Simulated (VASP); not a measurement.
# TiO2 (P1) in VASP: notebook, part 2 of 2

VASP 6.6.1. The steps go on from the part before.

## 4. Single point, PBE

Contents of INCAR:

```
PREC = Accurate
ENCUT = 520
EDIFF = 1E-6
ISMEAR = -1
SIGMA = 0.24
LREAL = F
LASPH = T
NELM = 100
ALGO = Normal
ISIF = 2
LWAVE = F
LCHARG = T
GGA = PE
LELF = T
LVHAR = T
NBANDS = 60
```

Contents of KPOINTS:

```
regular mesh
0
Gamma
  3 3 2
```

Contents of POSCAR:

```
TiO2
1.0
   -4.5582430000      4.5582430000      1.9775720000
    4.5582430000     -4.5582430000      1.9775720000
    4.5582430000      4.5582430000     -1.9775720000
Ti O
4 8
Direct
    0.2906415346      0.0066176245      0.2555919024
    0.0534561919      0.7968347261      0.7034947457
    0.9488701497      0.2286474674      0.3246536001
    0.7097993698      0.9946679035      0.7371700017
    0.5186005194      0.2473227485      0.6728798794
    0.1500448392      0.8741835040     -0.0148741522
    0.1314169049      0.4521654916      0.6476508602
    0.0628347336      0.0478618592      0.3252020570
    0.8303918414      0.8488529020      0.6967267871
    0.9276039581      0.5694506082      0.3392206164
    0.8387176442      0.1994033294      1.0159726017
    0.4512089038      0.7789777393      0.3561350283
```

Potentials or basis: VASP PAW PBE potentials, release 64 (Ti_sv, O).

Command:

```sh
$ cat potpaw_PBE.64/Ti_sv/POTCAR potpaw_PBE.64/O/POTCAR > POTCAR
$ mpirun -np 1 vasp_std > vasp.out
```

OUTCAR:

```text
PREC = Accurate
   ENCUT = 520
   EDIFF = 1E-6
   ISMEAR = -1
   LREAL = F
   LASPH = T
   NELM = 100
   ISIF = 2
   GGA = PE

 ion  position               nearest neighbor table
   1  0.291  0.007  0.256-   6 1.74   8 1.86  10 1.89  10 2.32
   2  0.053  0.797  0.703-   9 1.80   6 1.83   5 1.88   5 2.10  10 2.44
   3  0.949  0.229  0.325-   8 1.90  12 1.97  12 2.05  11 2.08   7 2.11  10 2.41
   4  0.710  0.995  0.737-   9 1.74  11 1.87   7 2.01   7 2.13
   5  0.519  0.247  0.673-   2 1.88   2 2.10
   6  0.150  0.874  0.985-   1 1.74   2 1.83
   7  0.131  0.452  0.648-   4 2.01   3 2.11   4 2.13
   8  0.063  0.048  0.325-   1 1.86   3 1.90
   9  0.830  0.849  0.697-   4 1.74   2 1.80
  10  0.928  0.569  0.339-   1 1.89   1 2.32   3 2.41   2 2.44
  11  0.839  0.199  0.016-   4 1.87   3 2.08
  12  0.451  0.779  0.356-   3 1.97   3 2.05

  LATTYP: Found a body centered tetragonal cell.
 ALAT       =     9.1164860000
 C/A-ratio  =     0.4338452338

  Lattice vectors:

[... 217 lines left out ...]
      4     -54.5461      2.00000
      5     -31.1583      2.00000
      6     -31.1229      2.00000
[... 619 lines left out ...]
     59       6.0378      0.00001
     60       6.0804      0.00001

------------------------ aborting loop because EDIFF is reached ----------------------------------------

  FORCE on cell =-STRESS in cart. coord.  units (eV):
  Direction    XX          YY          ZZ          XY          YZ          ZX
  --------------------------------------------------------------------------------------
  -------------------------------------------------------------------------------------
  Total      -10.5351788     -5.4015495    -19.4088461     -4.6308543      2.3860765     -1.1499755
  in kB     -102.6987715    -52.6552524   -189.2008384    -45.1423805     23.2598929    -11.2101628
  external PRESSURE =    -114.8516208 kB  Pullay stress =       0.0000000 kB

 VOLUME and BASIS-vectors are now :
 -----------------------------------------------------------------------------
  energy-cutoff  :      520.00
  volume of cell :      164.36
      direct lattice vectors                 reciprocal lattice vectors
    -4.558243000  4.558243000  1.977572000     0.000000000  0.109691388  0.252835295
     4.558243000 -4.558243000  1.977572000     0.109691388  0.000000000  0.252835295
     4.558243000  4.558243000 -1.977572000     0.109691388  0.109691388  0.000000000

 POSITION                                       TOTAL-FORCE (eV/Angst)
 -----------------------------------------------------------------------------------
     -0.12960      2.45970      0.08240         1.875733      1.034549     -0.949134
      6.59520     -0.18180      0.29030        -0.668080     -0.576231      0.067189
     -1.80310      4.76280      1.68660        -0.876485     -0.089120      0.215083
      4.65870      2.06170      1.91290         1.874146     -0.570933      0.250822
      1.83060      4.30370      0.18400        -1.477175      0.638143     -0.979764
      7.79124      1.18964      0.07733        -0.463572      0.166756      0.400559
      4.41420      1.49010     -0.12670         0.489670     -0.643183      0.103511
      1.41410      1.55060     -0.42420         0.337137     -1.409275      1.481971
      3.26000      3.09170      1.94300        -0.154528      0.388771      0.241821
     -0.08630      3.17880      2.28970         0.453082      0.206025     -2.229660
     -2.84134      2.98696      2.02137        -1.567576      0.655822     -0.985393
      3.11740      0.12930      1.72850         0.177649      0.198675      2.382996
 -----------------------------------------------------------------------------------
    total drift:                                0.001124      0.000621      0.000389

  FREE ENERGIE OF THE ION-ELECTRON SYSTEM (eV)
  ---------------------------------------------------
  free  energy   TOTEN  =      -103.9864169039 eV

  energy  without entropy=     -103.9116623607  energy(sigma->0) =     -103.94903963
```

OSZICAR:

```text
N       E                     dE             d eps       ncg     rms          rms(c)
DAV:   1     0.145735993471E+04    0.14574E+04   -0.48095E+04  1224   0.181E+03
DAV:   2     0.172710190407E+03   -0.12846E+04   -0.12229E+04  1224   0.554E+02
DAV:   3    -0.116212799362E+03   -0.28892E+03   -0.27822E+03  1572   0.231E+02
[... 12 lines left out ...]
DAV:  16    -0.103986403980E+03    0.43595E-04   -0.26640E-04  1904   0.102E-01    0.187E-02
DAV:  17    -0.103986413599E+03   -0.96187E-05   -0.53845E-05  1692   0.368E-02    0.101E-02
DAV:  18    -0.103986414983E+03   -0.13848E-05   -0.67886E-06  1472   0.196E-02    0.445E-03
DAV:  19    -0.103986416254E+03   -0.12701E-05   -0.22430E-06   992   0.100E-02    0.234E-03
DAV:  20    -0.103986416904E+03   -0.65028E-06   -0.10447E-06   736   0.634E-03
   1 F= -.10398642E+03 E0= -.10394904E+03  d E =-.747545E-01
```

Wall time 2.8 min (1 thread of AMD EPYC 9R45 (Zen 5), shared host); peak memory 0.33 GiB.

What came out:

| Quantity | Value |
| --- | --- |
| Free energy | -103.9864 eV |
| Pressure | -11.5 GPa |
| Largest force | 2.398 eV/Å |
| Band gap on the k mesh | 1.89 eV, indirect (least direct gap 2.13 eV) |

Forces in eV/Å, atoms in the order of the input:
```
Ti   1.876  1.035 -0.949
Ti  -0.668 -0.576  0.067
Ti  -0.876 -0.089  0.215
Ti   1.874 -0.571  0.251
O   -1.477  0.638 -0.980
O   -0.464  0.167  0.401
O    0.490 -0.643  0.104
O    0.337 -1.409  1.482
O   -0.155  0.389  0.242
O    0.453  0.206 -2.230
O   -1.568  0.656 -0.985
O    0.178  0.199  2.383
```

Caveat: the k points lie up to 0.58 Å⁻¹ apart; forces of over 1 eV/Å act on the atoms, so gaps and moduli don't describe the material at rest.
